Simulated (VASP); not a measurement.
# Ca (Im-3m) in VASP: further runs

Ca is run at these levels: r2SCAN+rVV10, PBE+D3(BJ); tasks: single point, relaxation of cell and atoms.

Program: VASP 6.6.1. These are calculated values, not measurements. Logs are shortened: lines on timing, memory, paths and dates and some standing lists are left out, and cuts for length are marked.

**1. The cell of the first run**

It takes space group Im-3m (No. 229, cubic). The conventional cell has a = 4.539 Å, b = 4.539 Å, c = 4.539 Å, α = 90.00°, β = 90.00°, γ = 90.00°. Ca (site symmetry m-3m) has 14 Ca at 3.93 to 4.54 Å within 5.2 Å.

This isn't the form of Ca at room conditions, which is fcc.

**2. Single point, r2SCAN+rVV10 (46.76 Å³/atom)**

POSCAR

```
Ca
1.0
   -2.2694770646      2.2694770646      2.2694770646
    2.2694770646     -2.2694770646      2.2694770646
    2.2694770646      2.2694770646     -2.2694770646
Ca
1
Direct
    0.0000000000      0.0000000000      0.0000000000
```

INCAR.step1

```
PREC = Accurate ; ENCUT = 520
ISMEAR = -5 ; SIGMA = 0.05
LREAL = False ; LASPH = True
NELM = 60 ; NBANDS = 11
GGA = PE ; ALGO = Normal
EDIFF = 1E-4 ; LWAVE = True
LCHARG = False
```

INCAR.step2

```
PREC = Accurate ; ENCUT = 520
EDIFF = 1E-6 ; ISMEAR = -5
SIGMA = 0.05 ; LREAL = False
LASPH = True ; NELM = 60
ALGO = Normal ; ISIF = 2
LWAVE = False ; LCHARG = True
METAGGA = R2SCAN ; LMIXTAU = True
LUSE_VDW = True ; IVDW_NL = 2
BPARAM = 11.95 ; CPARAM = 0.0093
LELF = True ; LVHAR = True
NBANDS = 11 ; ISTART = 1
```

KPOINTS

```
regular mesh
0
Gamma
  8 8 8
```

Potentials or basis: VASP PAW PBE potentials, release 64 (Ca_sv).

The run is started by

```
cat potpaw_PBE.64/Ca_sv/POTCAR > POTCAR
cp INCAR.step1 INCAR
mpirun -np 1 vasp_std > vasp.out
cp INCAR.step2 INCAR
mpirun -np 1 vasp_std > vasp.out
```

OUTCAR:

```text
PREC = Accurate
   ENCUT = 520
   EDIFF = 1E-6
   ISMEAR = -5
   LREAL = False
   LASPH = True
   NELM = 60
   ISIF = 2
   METAGGA = R2SCAN
   IVDW_NL = 2
   BPARAM = 11.95
   ISTART = 1

 ion  position               nearest neighbor table
   1  0.000  0.000  0.000-

  LATTYP: Found a body centered cubic cell.
 ALAT       =     4.5389541292

  Lattice vectors:

 A1 = (  -2.2694770646,   2.2694770646,   2.2694770646)
 A2 = (   2.2694770646,  -2.2694770646,   2.2694770646)
 A3 = (   2.2694770646,   2.2694770646,  -2.2694770646)

Analysis of symmetry for initial positions (statically):
=====================================================================
 Subroutine PRICEL returns:
 Original cell was already a primitive cell.

 Routine SETGRP: Setting up the symmetry group for a
 body centered cubic supercell.

 Subroutine GETGRP returns: Found 48 space group operations
 (whereof 48 operations were pure point group operations)
 out of a pool of 48 trial point group operations.

The static configuration has the point symmetry O_h .

Analysis of symmetry for dynamics (positions and initial velocities):
=====================================================================
 Subroutine PRICEL returns:
 Original cell was already a primitive cell.

 Routine SETGRP: Setting up the symmetry group for a
 body centered cubic supercell.

 Subroutine GETGRP returns: Found 48 space group operations
 (whereof 48 operations were pure point group operations)
 out of a pool of 48 trial point group operations.

The dynamic configuration has the point symmetry O_h .

 Subroutine INISYM returns: Found 48 space group operations
 (whereof 48 operations are pure point group operations),
 and found     1 'primitive' translations

----------------------------------------------------------------------------------------

                                     Primitive cell

  volume of cell :      46.7560

  direct lattice vectors                    reciprocal lattice vectors
    -2.269477065  2.269477065  2.269477065     0.000000000  0.220315071  0.220315071
     2.269477065 -2.269477065  2.269477065     0.220315071  0.000000000  0.220315071
     2.269477065  2.269477065 -2.269477065     0.220315071  0.220315071  0.000000000

  length of vectors
     3.930849582  3.930849582  3.930849582     0.311572561  0.311572561  0.311572561

  position of ions in fractional coordinates (direct lattice)
     0.000000000  0.000000000  0.000000000

  ion indices of the primitive-cell ions
   primitive index   ion index
                 1           1

----------------------------------------------------------------------------------------

 KPOINTS: regular mesh

Automatic generation of k-mesh.
 Grid dimensions read from file:
 generate k-points for:    8    8    8

 Generating k-lattice:

  Cartesian coordinates                     Fractional coordinates (reciprocal lattice)
     0.000000000  0.027539384  0.027539384     0.125000000  0.000000000  0.000000000
     0.027539384  0.000000000  0.027539384     0.000000000  0.125000000  0.000000000
     0.027539384  0.027539384  0.000000000     0.000000000  0.000000000  0.125000000

  Length of vectors
     0.038946570  0.038946570  0.038946570

  Shift w.r.t. Gamma in fractional coordinates (k-lattice)
     0.000000000  0.000000000  0.000000000

 TETIRR: Found    513 inequivalent tetrahedra from     3072

 Subroutine IBZKPT returns following result:
 ===========================================

 Found     29 irreducible k-points:

 Following reciprocal coordinates:
            Coordinates               Weight
  0.000000  0.000000  0.000000      1.000000
  0.125000  0.000000  0.000000     12.000000
  0.250000  0.000000  0.000000     12.000000
  0.375000  0.000000  0.000000     12.000000
  0.500000  0.000000  0.000000      6.000000
  0.125000  0.125000  0.000000     24.000000
[... 16 lines left out ...]
 -0.250000  0.250000  0.250000      6.000000
 -0.375000  0.375000  0.250000     24.000000
 [... further k-points ...]
   k-points           NKPTS =     29   k-points in BZ     NKDIM =     29   number of bands    NBANDS=     11
   number of dos      NEDOS =    301   number of ions     NIONS =      1
   total plane-waves  NPLWV =  27000
   dimension x,y,z NGX =    30 NGY =   30 NGZ =   30
   dimension x,y,z NGXF=    60 NGYF=   60 NGZF=   60
   ions per type =               1
   NGX,Y,Z   is equivalent  to a cutoff of  12.69, 12.69, 12.69 a.u.
   NGXF,Y,Z  is equivalent  to a cutoff of  25.38, 25.38, 25.38 a.u.
 SYSTEM =  unknown system
   PREC   = accura    normal or accurate (medium, high low for compatibility)
   ISTART =      1    job   : 0-new  1-cont  2-samecut
   ICHARG =      0    charge: 1-file 2-atom 10-const
   ISPIN  =      1    spin polarized calculation?
   LNONCOLLINEAR =      F non collinear calculations
   LSORBIT =      F    spin-orbit coupling
   LASPH  =      T    aspherical Exc in radial PAW
   ENCUT  =  520.0 eV  38.22 Ry    6.18 a.u.   7.31  7.31  7.31*2*pi/ulx,y,z
   NELM   =     60;   NELMIN=  2; NELMDL=  0     # of ELM steps
   EDIFF  = 0.1E-05   stopping-criterion for ELM
   LREAL  =      F    real-space projection
[... 7 lines left out ...]
   TEBEG  =    0.0;   TEEND  =   0.0 temperature during run
   PSTRESS=    0.0 pullay stress
   NELECT =      10.0000    total number of electrons
   NUPDOWN=      -1.0000    fix difference up-down
   EMIN   =  10.00;   EMAX   =-10.00  energy-range for DOS
   EFERMI =   0.00;   METHOD = LEGACY
   ISMEAR =    -5;   SIGMA  =   0.05  broadening in eV -4-tet -1-fermi 0-gaus
   EFERMI_NEDOS =   21; number of points for ismear=-14 and -15
   IALGO  =     38    algorithm
   IMIX   =      4    mixing-type and parameters
     AMIX     =   0.40;   BMIX     =  1.00
     AMIX_MAG =   1.60;   BMIX_MAG =  1.00
  volume/ion in A,a.u.               =      46.76       315.53
  Fermi-wavevector in a.u.,A,eV,Ry     =   0.979029  1.850097 13.041163  0.958498
  Thomas-Fermi vector in A             =   2.109851
   LORBIT       =      0    0 simple, 1 ext, 2 COOP (PROOUT), +10 PAW based schemes
   METAGGA = R2SCAN    functional components
   LHFCALC =     F    Hartree Fock is set to
   AEXX    =    0.0000 exact exchange contribution
   IVDW_NL    =     2    kernel type
   BPARAM     =11.9500
   IVDW    =     0    specifies the selected vdW correction
   LEPSILON=     F    determine dielectric tensor
   LRPA    =     F    only Hartree local field effects (RPA)
 non-spin polarized calculation
 Fermi weights with tetrahedron method with Bloechl corrections
  energy-cutoff  :      520.00
  volume of cell :       46.76
 maximum number of plane-waves:      1286
 NGX is ok and might be reduce to    30
   NGX = 15   NGY = 15   NGZ = 15

 number of electron       9.9999998 magnetization

 Free energy of the ion-electron system (eV)
  ---------------------------------------------------
  ext. energy  EPLUGINS =         0.00000000
  ---------------------------------------------------
  free energy    TOTEN  =        -6.71148090 eV

  energy without entropy =       -6.71148090  energy(sigma->0) =       -6.71148090

 E-fermi :   1.6659     XC(G=0):  -7.9041

 val. band max:        1.8204168583   @ k =  -0.3750  -0.3750   0.1250
 cond. band min:       1.4724237648   @ k =   0.5000   0.5000   0.1250
 fundamental gap:     -0.3479930935
 Fermi energy:         1.6659371753

 k-point     1 :       0.0000    0.0000    0.0000
  band No.  band energies     occupation
      1     -42.3838      2.00000
      2     -22.4224      2.00000
      3     -22.4224      2.00000
      4     -22.4224      2.00000
      5      -2.5080      2.00000
      6       4.1829      0.00000
      7       4.1829      0.00000
      8       4.1829      0.00000
      9       5.1769      0.00000
     10       5.1769      0.00000
     11      11.9075      0.00000

 k-point     2 :       0.1250    0.0000    0.0000
  band No.  band energies     occupation
      1     -42.3824      2.00000
      2     -22.4376      2.00000
      3     -22.4275      2.00000
      4     -22.4224      2.00000
      5      -2.2338      2.00000
      6       4.0170      0.00000
      7       4.0365      0.00000
      8       4.3794      0.00000
      9       5.0213      0.00000
     10       5.1823      0.00000
     11      11.2915      0.00000

 k-point     3 :       0.2500    0.0000    0.0000
  band No.  band energies     occupation
      1     -42.3789      2.00000
      2     -22.4741      2.00000
      3     -22.4398      2.00000
      4     -22.4223      2.00000
      5      -1.4473      2.00000
      6       3.3793      0.00000
      7       3.6597      0.00000
      8       4.9328      0.00000
      9       5.0028      0.00000
     10       5.2346      0.00000
     11       9.3343      0.00000

 k-point     4 :       0.3750    0.0000    0.0000
  band No.  band energies     occupation
      1     -42.3754      2.00000
      2     -22.5100      2.00000
      3     -22.4521      2.00000
      4     -22.4222      2.00000
      5      -0.2707      2.00000
      6       2.3963     -0.08005
      7       3.3481      0.00000
      8       5.0912      0.00000
      9       5.3564      0.00000
     10       5.6882      0.00000
     11       7.6174      0.00000
[... 239 lines left out ...]
 k-point    22 :       0.2500    0.2500    0.2500
  band No.  band energies     occupation
      1     -42.3735      2.00000
      2     -22.4723      2.00000
      3     -22.4722      2.00000
      4     -22.4722      2.00000
      5       2.0284      0.95562
      6       2.0284     -0.02116
      7       2.0284      0.00000
      8       5.3137      0.00000
      9       5.4777      0.00000
     10       5.4777      0.00000
     11       7.4729      0.00000

 k-point    23 :      -0.2500    0.2500    0.2500
  band No.  band energies     occupation
      1     -42.3746      2.00000
      2     -22.4752      2.00000
      3     -22.4584      2.00000
      4     -22.4584      2.00000
      5      -0.4809      2.00000
      6       3.2780      0.00000
      7       3.9726      0.00000
      8       3.9726      0.00000
      9       4.9959      0.00000
     10       5.3409      0.00000
     11       9.6334      0.00000

 k-point    24 :      -0.3750    0.3750    0.2500
  band No.  band energies     occupation
      1     -42.3715      2.00000
      2     -22.4989      2.00000
      3     -22.4716      2.00000
      4     -22.4609      2.00000
      5       0.5554      2.03174
      6       2.5281     -0.01517
      7       3.9472      0.00000
      8       4.1200      0.00000
      9       5.1839      0.00000
     10       5.5609      0.00000
     11       7.8380      0.00000

 [... further k-points ...]
[... 5 lines left out ...]
  --------------------------------------------------------------------------------------
  -------------------------------------------------------------------------------------
  Total       -0.4433124     -0.4433124     -0.4433124     -0.0000000     -0.0000000      0.0000000
  in kB      -15.1908854    -15.1908854    -15.1908854     -0.0000000     -0.0000000      0.0000000
  external PRESSURE =     -15.1908854 kB  Pullay stress =       0.0000000 kB

 VOLUME and BASIS-vectors are now :
 -----------------------------------------------------------------------------
  energy-cutoff  :      520.00
  volume of cell :       46.76
      direct lattice vectors                 reciprocal lattice vectors
    -2.269477065  2.269477065  2.269477065     0.000000000  0.220315071  0.220315071
     2.269477065 -2.269477065  2.269477065     0.220315071  0.000000000  0.220315071
     2.269477065  2.269477065 -2.269477065     0.220315071  0.220315071  0.000000000

 POSITION                                       TOTAL-FORCE (eV/Angst)
 -----------------------------------------------------------------------------------
      0.00000      0.00000      0.00000        -0.000000      0.000000      0.000000
 -----------------------------------------------------------------------------------
    total drift:                               -0.000000      0.000000      0.000000

  FREE ENERGIE OF THE ION-ELECTRON SYSTEM (eV)
  ---------------------------------------------------
  free  energy   TOTEN  =        -6.7114809021 eV

  energy  without entropy=       -6.7114809021  energy(sigma->0) =       -6.71148090
```

Wall time 84 s (1 thread of Intel Xeon Platinum 8488C (Sapphire Rapids), shared host); peak memory 0.28 GiB.

What came out:

```yaml
Free_energy: -6.7115 eV
Pressure: -1.5 GPa
Band_gap_on_the_k_mesh: zero (bands 5 and 6 overlap by 0.60 eV)
```

Levels at points of the mesh, in eV from the Fermi level:
```csv
k point,band 2,band 3,band 4,band 5,band 6,band 7,band 8,band 9
"(0.00, 0.00, 0.00)",-24.09,-24.09,-24.09,-4.17,2.52,2.52,2.52,3.51
"(0.50, 0.00, 0.00)",-24.19,-24.12,-24.09,-0.83,-0.24,1.56,3.41,3.77
"(0.50, 0.50, 0.50)",-24.16,-24.16,-24.16,0.23,0.23,3.74,3.74,3.74
```

Caveat: the PAW data sets were made with another functional, which shifts forces and pressure a little; tetrahedron occupations give inexact forces and stress in metals.

**3. Single point, PBE+D3(BJ), collinear spin**

This run uses another cell than the first one, of 39.86 Å³/atom.

INCAR

```
PREC = Accurate ; ENCUT = 520
EDIFF = 1E-7 ; ISMEAR = 1
SIGMA = 0.05 ; LREAL = F
LASPH = T ; NELM = 150
ALGO = Normal ; ISIF = 2
LWAVE = F ; LCHARG = F
ISPIN = 2 ; MAGMOM = 0.5
LORBIT = 11 ; GGA = PE
IVDW = 12 ; NBANDS = 15
```

KPOINTS

```
Automatic mesh
0
Gamma
  8 8 8
```

POSCAR

```
Ca
1.0
   -2.1519834750      2.1519834750      2.1519834750
    2.1519834750     -2.1519834750      2.1519834750
    2.1519834750      2.1519834750     -2.1519834750
Ca
1
Direct
    0.0000000000      0.0000000000      0.0000000000
```

Potentials or basis: VASP PAW PBE potentials, release 64 (Ca_sv).

The run is started by

```
cat potpaw_PBE.64/Ca_sv/POTCAR > POTCAR
mpirun -np 1 vasp_std > vasp.out
```

It took 34 s on 1 thread of Intel Xeon Platinum 8488C (Sapphire Rapids), shared host; peak memory 0.18 GiB.

Results (log left out):

```
Free energy                                           : -2.1473 eV
Pressure                                              : 0.0 GPa
Net moment                                            : 0.07 μB per cell
Valence electrons inside the program's atomic spheres : Ca 8.10
Dispersion energy per atom                            : -0.243 eV
```

Levels at points of the mesh, in eV from the Fermi level:
Spin up:
```
           k point  band 1  band 2  band 3  band 4  band 5  band 6  band 7  band 8  band 9  band 10
(0.00, 0.00, 0.00)  -41.91  -22.82  -22.82  -22.82   -4.21    2.39    2.39    2.39    3.49     3.49
(0.50, 0.00, 0.00)  -41.89  -22.99  -22.88  -22.82   -0.96   -0.01    1.35    3.41    3.80     4.62
(0.50, 0.50, 0.50)  -41.88  -22.94  -22.94  -22.94   -0.05   -0.05    4.14    4.14    4.14     4.38
```
Spin down:
```csv
k point,band 2,band 3,band 4,band 5,band 6,band 7,band 8,band 9
"(0.00, 0.00, 0.00)",-22.81,-22.81,-22.81,-4.13,2.39,2.39,2.39,3.53
"(0.50, 0.00, 0.00)",-22.98,-22.86,-22.81,-0.90,0.08,1.37,3.43,3.82
"(0.50, 0.50, 0.50)",-22.93,-22.93,-22.93,0.03,0.03,4.20,4.20,4.20
```

Caveat: a moment this small can come from the mesh or the smearing.

**4. Relaxation of cell and atoms, PBE+D3(BJ), collinear spin**

This run uses another cell than the first one, of 44.96 Å³/atom.

INCAR

```
SYSTEM = Ca
  PREC = Accurate
  ENCUT = 600
  EDIFF = 1E-6
  ISMEAR = 1
  SIGMA = 0.05
  LREAL = .FALSE.
  LASPH = .TRUE.
  NELM = 150
  ALGO = Normal
  ISIF = 3
  LWAVE = .FALSE.
  LCHARG = .FALSE.
  ISPIN = 2
  MAGMOM = 0.5
  LORBIT = 11
  GGA = PE
  IVDW = 12
  IBRION = 2
  NSW = 60
  EDIFFG = -0.01
```

KPOINTS

```
regular mesh
0
G
  8 8 8
  0 0 0
```

POSCAR

```
Ca
1.0
   -2.2400000000      2.2400000000      2.2400000000
    2.2400000000     -2.2400000000      2.2400000000
    2.2400000000      2.2400000000     -2.2400000000
Ca
1
Direct
    0.0000000000      0.0000000000      0.0000000000
```

The run is started by

```
cat potpaw_PBE.64/Ca_sv/POTCAR > POTCAR
mpirun -np 1 vasp_std > vasp.out
```

Run time: 88 s. Hardware: 1 thread of Intel Xeon Platinum 8488C (Sapphire Rapids), shared host; peak memory 0.23 GiB.

It converged, with:

| Quantity | Value |
| --- | --- |
| Free energy | -2.1475 eV |
| Relaxed volume | 40.00 Å³/atom |
| Relaxed cell | a = 3.732 Å, b = 3.732 Å, c = 3.732 Å, α = 109.47°, β = 109.47°, γ = 109.47° |
| Space group after relaxing (to 0.1 Å) | Im-3m (No. 229) |
| Energy gained by relaxing | 27.9 meV/atom |
| Ionic steps | 4 |
| Pressure after relaxing | 0.0 GPa |
| Net moment | 0.08 μB per cell |
| Valence electrons inside the program's atomic spheres | Ca 8.10 |
| Dispersion energy per atom | -0.243 eV |

Step by step:
| step | energy change (eV) | largest force (eV/Å) | pressure (GPa) | volume (Å³) |
| --- | --- | --- | --- | --- |
| 1 | 0.0000 | 0.0000 | -1.69 | 44.96 |
| 2 | -0.0233 | 0.0000 | -0.75 | 41.94 |
| 3 | -0.0279 | 0.0000 | -0.05 | 40.13 |
| 4 | -0.0279 | 0.0000 | -0.01 | 40.00 |

Final structure:
```yaml
crystal:
  lattice:
    - [-2.15451, 2.15451, 2.15451]
    - [2.15451, -2.15451, 2.15451]
    - [2.15451, 2.15451, -2.15451]
  atoms:
    - { symbol: Ca, position: [0.00000, 0.00000, 0.00000] }
```

Levels at points of the mesh, in eV from the Fermi level:
Spin up:
```tsv
k point	band 3	band 4	band 5	band 6	band 7	band 8
(0.00, 0.00, 0.00)	-22.83	-22.83	-4.20	2.38	2.38	2.38
(0.50, 0.00, 0.00)	-22.89	-22.83	-0.96	-0.02	1.35	3.39
(0.50, 0.50, 0.50)	-22.95	-22.95	-0.05	-0.05	4.12	4.12
```
Spin down:
```
           k point  band 2  band 3  band 4  band 5  band 6  band 7  band 8  band 9
(0.00, 0.00, 0.00)  -22.82  -22.82  -22.82   -4.12    2.39    2.39    2.39    3.52
(0.50, 0.00, 0.00)  -22.99  -22.87  -22.82   -0.90    0.08    1.37    3.42    3.81
(0.50, 0.50, 0.50)  -22.94  -22.94  -22.94    0.03    0.03    4.18    4.18    4.18
```

Caveat: a moment this small can come from the mesh or the smearing.

**5. The runs side by side**

| task | level | spin | cell | cutoff (eV) | smearing | gap on the mesh (eV) | pressure (GPa) | moment (μB) |
| --- | --- | --- | --- | --- | --- | --- | --- | --- |
| single point | r2SCAN+rVV10 | off | a = 3.931 Å, angles 109.5°, 1 atom | 520 | tetrahedron | none | -1.5 | - |
| single point | PBE+D3(BJ) | collinear | a = 3.727 Å, angles 109.5°, 1 atom | 520 | methfessel-paxton 0.05 eV | none | 0.0 | 0.07 |
| relaxation of cell and atoms | PBE+D3(BJ) | collinear | relaxed from a = 3.880 Å, angles 109.5°, 1 atom | 600 | methfessel-paxton 0.05 eV | none | 0.0 | 0.08 |

Alike in all rows: potentials or basis VASP PAW PBE potentials, release 64 (Ca_sv); k mesh 8 × 8 × 8.

Caveats: a moment this small can come from the mesh or the smearing (at least some runs); the PAW data sets were made with another functional, which shifts forces and pressure a little (at least some runs); tetrahedron occupations give inexact forces and stress in metals (at least some runs).

Total energies depend on the potentials used, so only differences within one code and one set of settings carry meaning.

The gap in the log of VASP goes by the Fermi energy; the results here count the filled bands.